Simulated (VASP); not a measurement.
Set up this calculation in VASP 6.6.1, as the native input.

| Item | Value |
| --- | --- |
| Task | single point |
| Functional | PBE |
| Potentials or basis | VASP PAW PBE potentials, release 64 (Sn_d, O) |
| Cutoff | 520 eV |
| k mesh | 6 × 6 × 4 |
| Occupations | fermi-dirac, width 0.1 eV |
| Spin | no spin polarisation |
| Dipole correction | no |
| Further INCAR settings | ALGO = Normal; EDIFF = 1e-06; NBANDS = 28 |

The structure of SnO (Romarchite) lies in POSCAR:

```
SnO
1.0
    3.8973087786      0.0000000000      0.0000000000
    0.0000000000      3.8973087786      0.0000000000
    0.0000000000      0.0000000000      4.9665909376
Sn O
2 2
Direct
    0.5000000000      0.0000000000      0.2369000000
    0.0000000000      0.5000000000      0.7631000000
    0.0000000000      0.0000000000      0.0000000000
    0.5000000000      0.5000000000      0.0000000000
```

These files were run (other wordings do the same):

INCAR

```
SYSTEM = SnO
PREC = Accurate
ENCUT = 520
EDIFF = 1E-6
ISMEAR = -1
SIGMA = 0.1
LREAL = .FALSE.
LASPH = .TRUE.
NELM = 80
ALGO = Normal
ISIF = 2
LWAVE = .FALSE.
LCHARG = .FALSE.
GGA = PE
NBANDS = 28
```

KPOINTS

```
regular mesh
0
G
  6 6 4
  0 0 0
```

Potentials or basis: VASP PAW PBE potentials, release 64 (Sn_d, O).

Run with:

```console
$ cat potpaw_PBE.64/Sn_d/POTCAR potpaw_PBE.64/O/POTCAR > POTCAR
$ mpirun -np 1 vasp_std > vasp.out
```

Results of the run:

- Pressure: -2.0 GPa
- Largest force: 0.416 eV/Å
- Band gap on the k mesh: 0.34 eV, indirect (least direct gap 1.99 eV)

Caveat: spin-orbit coupling is left out, which moves the levels of the heavy elements.

Run time: 34 s on 1 thread of AMD EPYC 9R14 (Zen 4), on a shared host, peak memory 0.17 GiB.
